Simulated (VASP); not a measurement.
# SbPd3 (Pm-3m) in VASP: notebook, part 2 of 2

VASP 6.6.1. Earlier steps stand in the parts before.

## Step 5: Single point, LDA

This run uses another cell than the first one, of 15.91 Å³/atom, 1.083 times its volume.

File INCAR:

```
PREC = Accurate ; ENCUT = 520
EDIFF = 1E-6 ; ISMEAR = 1
SIGMA = 0.1 ; LREAL = F
LASPH = T ; NELM = 100
ALGO = Normal ; ISIF = 2
LWAVE = F ; LCHARG = F
NBANDS = 26
```

File KPOINTS:

```
Automatic mesh
0
Gamma
  6 6 6
```

File POSCAR:

```
SbPd3
1.0
    3.9926721817      0.0000000000      0.0000000000
    0.0000000000      3.9926721817      0.0000000000
    0.0000000000      0.0000000000      3.9926721817
Sb Pd
1 3
Direct
    0.0000000000      0.0000000000      0.0000000000
    0.0000000000      0.5000000000      0.5000000000
    0.5000000000      0.0000000000      0.5000000000
    0.5000000000      0.5000000000      0.0000000000
```

Potentials or basis: VASP PAW LDA potentials, release 64 (Sb, Pd).

Run with:

```bash
$ cat potpaw_LDA.64/Sb/POTCAR potpaw_LDA.64/Pd/POTCAR > POTCAR
$ mpirun -np 1 vasp_std > vasp.out
```

OUTCAR:

```text
PREC = Accurate
   ENCUT = 520
   EDIFF = 1E-6
   ISMEAR = 1
   LREAL = F
   LASPH = T
   NELM = 100
   ISIF = 2

 ion  position               nearest neighbor table
   1  0.000  0.000  0.000-   2 2.82   3 2.82   4 2.82   2 2.82   3 2.82   2 2.82   4 2.82   2 2.82
                             3 2.82   4 2.82   3 2.82   4 2.82
   2  0.000  0.500  0.500-   1 2.82   3 2.82   4 2.82   1 2.82   4 2.82   1 2.82   3 2.82   1 2.82
                             3 2.82   4 2.82   4 2.82   3 2.82
   3  0.500  0.000  0.500-   1 2.82   2 2.82   4 2.82   1 2.82   4 2.82   2 2.82   4 2.82   4 2.82
                             1 2.82   2 2.82   1 2.82   2 2.82
   4  0.500  0.500  0.000-   1 2.82   2 2.82   3 2.82   2 2.82   3 2.82   1 2.82   3 2.82   3 2.82
                             1 2.82   2 2.82   2 2.82   1 2.82

  LATTYP: Found a simple cubic cell.
 ALAT       =     3.9926721817

  Lattice vectors:

 A1 = (   3.9926721817,   0.0000000000,   0.0000000000)
 A2 = (   0.0000000000,   3.9926721817,   0.0000000000)
 A3 = (   0.0000000000,   0.0000000000,   3.9926721817)

Analysis of symmetry for initial positions (statically):
=====================================================================
 Subroutine PRICEL returns:
 Original cell was already a primitive cell.

 Routine SETGRP: Setting up the symmetry group for a
 simple cubic supercell.

 Subroutine GETGRP returns: Found 48 space group operations
 (whereof 48 operations were pure point group operations)
 out of a pool of 48 trial point group operations.

The static configuration has the point symmetry O_h .

Analysis of symmetry for dynamics (positions and initial velocities):
=====================================================================
 Subroutine PRICEL returns:
 Original cell was already a primitive cell.

 Routine SETGRP: Setting up the symmetry group for a
 simple cubic supercell.

 Subroutine GETGRP returns: Found 48 space group operations
 (whereof 48 operations were pure point group operations)
 out of a pool of 48 trial point group operations.

The dynamic configuration has the point symmetry O_h .

 Subroutine INISYM returns: Found 48 space group operations
 (whereof 48 operations are pure point group operations),
 and found     1 'primitive' translations

----------------------------------------------------------------------------------------

                                     Primitive cell

  volume of cell :      63.6489

  direct lattice vectors                    reciprocal lattice vectors
     3.992672182  0.000000000  0.000000000     0.250458829  0.000000000  0.000000000
     0.000000000  3.992672182  0.000000000     0.000000000  0.250458829  0.000000000
     0.000000000  0.000000000  3.992672182     0.000000000  0.000000000  0.250458829

  length of vectors
     3.992672182  3.992672182  3.992672182     0.250458829  0.250458829  0.250458829

  position of ions in fractional coordinates (direct lattice)
     0.000000000  0.000000000  0.000000000
     0.000000000  0.500000000  0.500000000
     0.500000000  0.000000000  0.500000000
     0.500000000  0.500000000  0.000000000

  ion indices of the primitive-cell ions
   primitive index   ion index
                 1           1
                 2           2
                 3           3
                 4           4

[... 25 lines left out ...]

 Following reciprocal coordinates:
            Coordinates               Weight
  0.000000  0.000000  0.000000      1.000000
  0.166667  0.000000  0.000000      6.000000
  0.333333  0.000000  0.000000      6.000000
  0.500000  0.000000  0.000000      3.000000
  0.166667  0.166667  0.000000     12.000000
  0.333333  0.166667  0.000000     24.000000
[... 12 lines left out ...]
  0.500000  0.500000  0.333333      6.000000
  0.500000  0.500000  0.500000      1.000000
   k-points           NKPTS =     20   k-points in BZ     NKDIM =     20   number of bands    NBANDS=     26
   number of dos      NEDOS =    301   number of ions     NIONS =      4
   total plane-waves  NPLWV =  27000
   dimension x,y,z NGX =    30 NGY =   30 NGZ =   30
   dimension x,y,z NGXF=    60 NGYF=   60 NGZF=   60
   ions per type =               1   3
   NGX,Y,Z   is equivalent  to a cutoff of  12.49, 12.49, 12.49 a.u.
   NGXF,Y,Z  is equivalent  to a cutoff of  24.98, 24.98, 24.98 a.u.
 SYSTEM =  unknown system
   PREC   = accura    normal or accurate (medium, high low for compatibility)
   ISTART =      0    job   : 0-new  1-cont  2-samecut
   ICHARG =      2    charge: 1-file 2-atom 10-const
   ISPIN  =      1    spin polarized calculation?
   LNONCOLLINEAR =      F non collinear calculations
   LSORBIT =      F    spin-orbit coupling
   LASPH  =      T    aspherical Exc in radial PAW
   ENCUT  =  520.0 eV  38.22 Ry    6.18 a.u.   7.42  7.42  7.42*2*pi/ulx,y,z
   NELM   =    100;   NELMIN=  2; NELMDL= -5     # of ELM steps
   EDIFF  = 0.1E-05   stopping-criterion for ELM
   LREAL  =      F    real-space projection
   EDIFFG = 0.1E-04   stopping-criterion for IOM
   NSW    =      0    number of steps for IOM
   IBRION =     -1    ionic relax: 0-MD 1-quasi-New 2-CG
   NFREE  =      0    steps in history (QN), initial steepest desc. (CG)
   ISIF   =      2    stress and relaxation
   ISYM   =      2    0-nonsym 1-usesym 2-fastsym
   POTIM  = 0.5000    time-step for ionic-motion
   TEBEG  =    0.0;   TEEND  =   0.0 temperature during run
   PSTRESS=    0.0 pullay stress
   NELECT =      35.0000    total number of electrons
   NUPDOWN=      -1.0000    fix difference up-down
   EMIN   =  10.00;   EMAX   =-10.00  energy-range for DOS
   EFERMI =   0.00;   METHOD = LEGACY
   ISMEAR =     1;   SIGMA  =   0.10  broadening in eV -4-tet -1-fermi 0-gaus
   EFERMI_NEDOS =   21; number of points for ismear=-14 and -15
   IALGO  =     38    algorithm
   IMIX   =      4    mixing-type and parameters
     AMIX     =   0.40;   BMIX     =  1.00
     AMIX_MAG =   1.60;   BMIX_MAG =  1.00
  volume/ion in A,a.u.               =      15.91       107.38
  Fermi-wavevector in a.u.,A,eV,Ry     =   1.341222  2.534541 24.475184  1.798875
  Thomas-Fermi vector in A             =   2.469472
   LORBIT       =      0    0 simple, 1 ext, 2 COOP (PROOUT), +10 PAW based schemes
   GGA     = CA    functional components
   LHFCALC =     F    Hartree Fock is set to
   AEXX    =    0.0000 exact exchange contribution
   IVDW    =     0    specifies the selected vdW correction
   LEPSILON=     F    determine dielectric tensor
   LRPA    =     F    only Hartree local field effects (RPA)
 non-spin polarized calculation
 Methfessel and Paxton  Order N= 1 SIGMA  =   0.10
  energy-cutoff  :      520.00
  volume of cell :       63.65
 maximum number of plane-waves:      1743
 NGX is ok and might be reduce to    30
   NGX = 15   NGY = 15   NGZ = 15

 number of electron      34.9999974 magnetization

 Free energy of the ion-electron system (eV)
  ---------------------------------------------------
  ext. energy  EPLUGINS =         0.00000000
  ---------------------------------------------------
  free energy    TOTEN  =       -25.82041476 eV

  energy without entropy =      -25.82082380  energy(sigma->0) =      -25.82055110

 E-fermi :  11.2296     XC(G=0): -12.9919

 val. band max:       11.1888404391   @ k =   0.3333   0.3333   0.1667
 cond. band min:      11.2782922445   @ k =   0.1667   0.1667   0.1667
 fundamental gap:      0.0894518054
 Fermi energy:        11.2296295291

 k-point     1 :       0.0000    0.0000    0.0000
  band No.  band energies     occupation
      1      -1.1411      2.00000
      2       5.3499      2.00000
      3       6.1335      2.00000
      4       6.1335      2.00000
      5       6.2809      2.00000
      6       6.2809      2.00000
[... 569 lines left out ...]
     25      23.3153      0.00000
     26      23.3153      0.00000

------------------------ aborting loop because EDIFF is reached ----------------------------------------

  FORCE on cell =-STRESS in cart. coord.  units (eV):
  Direction    XX          YY          ZZ          XY          YZ          ZX
  --------------------------------------------------------------------------------------
  -------------------------------------------------------------------------------------
  Total       -1.7521546     -1.7521546     -1.7521546     -0.0000000     -0.0000000      0.0000000
  in kB      -44.1054288    -44.1054288    -44.1054288     -0.0000000     -0.0000000      0.0000000
  external PRESSURE =     -44.1054288 kB  Pullay stress =       0.0000000 kB

 VOLUME and BASIS-vectors are now :
 -----------------------------------------------------------------------------
  energy-cutoff  :      520.00
  volume of cell :       63.65
      direct lattice vectors                 reciprocal lattice vectors
     3.992672182  0.000000000  0.000000000     0.250458829  0.000000000  0.000000000
     0.000000000  3.992672182  0.000000000     0.000000000  0.250458829  0.000000000
     0.000000000  0.000000000  3.992672182     0.000000000  0.000000000  0.250458829

 POSITION                                       TOTAL-FORCE (eV/Angst)
 -----------------------------------------------------------------------------------
      0.00000      0.00000      0.00000         0.000000      0.000000      0.000000
      0.00000      1.99634      1.99634         0.000000      0.000000      0.000000
      1.99634      0.00000      1.99634         0.000000      0.000000      0.000000
      1.99634      1.99634      0.00000         0.000000      0.000000      0.000000
 -----------------------------------------------------------------------------------
    total drift:                                0.000000      0.000000     -0.000000

  FREE ENERGIE OF THE ION-ELECTRON SYSTEM (eV)
  ---------------------------------------------------
  free  energy   TOTEN  =       -25.8204147554 eV

  energy  without entropy=      -25.8208237963  energy(sigma->0) =      -25.82055110
```

OSZICAR:

```text
N       E                     dE             d eps       ncg     rms          rms(c)
DAV:   1     0.212712776258E+03    0.21271E+03   -0.16077E+04  1048   0.124E+03
DAV:   2    -0.199607815889E+02   -0.23267E+03   -0.21947E+03  1124   0.286E+02
DAV:   3    -0.264316934297E+02   -0.64709E+01   -0.63548E+01  1234   0.509E+01
DAV:   4    -0.264846176204E+02   -0.52924E-01   -0.52900E-01  1170   0.458E+00
DAV:   5    -0.264855495938E+02   -0.93197E-03   -0.93195E-03  1154   0.654E-01    0.131E+01
DAV:   6    -0.259349783180E+02    0.55057E+00   -0.12349E+00  1082   0.891E+00    0.662E+00
DAV:   7    -0.258361876894E+02    0.98791E-01   -0.11385E-01  1048   0.232E+00    0.324E+00
DAV:   8    -0.258228239643E+02    0.13364E-01   -0.50685E-02  1138   0.151E+00    0.652E-01
DAV:   9    -0.258204910715E+02    0.23329E-02   -0.42060E-03  1056   0.447E-01    0.257E-01
DAV:  10    -0.258204144146E+02    0.76657E-04   -0.29818E-04  1148   0.100E-01    0.400E-02
DAV:  11    -0.258204147554E+02   -0.34086E-06   -0.44258E-06  1098   0.133E-02
   1 F= -.25820415E+02 E0= -.25820551E+02  d E =0.409041E-03
```

Run time: 16 s. Hardware: 1 thread of AMD EPYC 7R43 (Zen 3), shared host; peak memory 0.13 GiB.

What came out:

- Free energy: -25.8204 eV
- Pressure: -4.4 GPa

Levels at points of the mesh, in eV from the Fermi level:
```
           k point  band 15  band 16  band 17  band 18  band 19  band 20
(0.00, 0.00, 0.00)    -1.49    -0.98    -0.50    -0.50    -0.50     1.65
(0.50, 0.00, 0.00)    -2.24    -1.42    -0.50     2.03     2.18     2.18
(0.50, 0.50, 0.00)    -2.08    -1.94    -1.91     0.17     0.17     4.16
(0.50, 0.50, 0.50)    -2.31    -0.92    -0.86    -0.86    -0.86     0.07
```

Caveat: spin-orbit coupling is left out, which moves the levels of the heavy elements.

## Step 6: Overview

| cell | gap on the mesh (eV) | pressure (GPa) |
| --- | --- | --- |
| a = 3.888 Å, 4 atoms | none | 12.0 |
| a = 3.923 Å, 4 atoms | none | 5.7 |
| a = 3.958 Å, 4 atoms | none | 0.3 |
| a = 3.993 Å, 4 atoms | none | -4.4 |

Alike in all rows: task single point; level LDA; potentials or basis VASP PAW LDA potentials, release 64 (Sb, Pd); no spin polarisation; k mesh 6 × 6 × 6; cutoff (eV) 520; smearing methfessel-paxton 0.1 eV.

Caveats: spin-orbit coupling is left out, which moves the levels of the heavy elements.

Absolute energies hang on the potentials; compare differences alone.
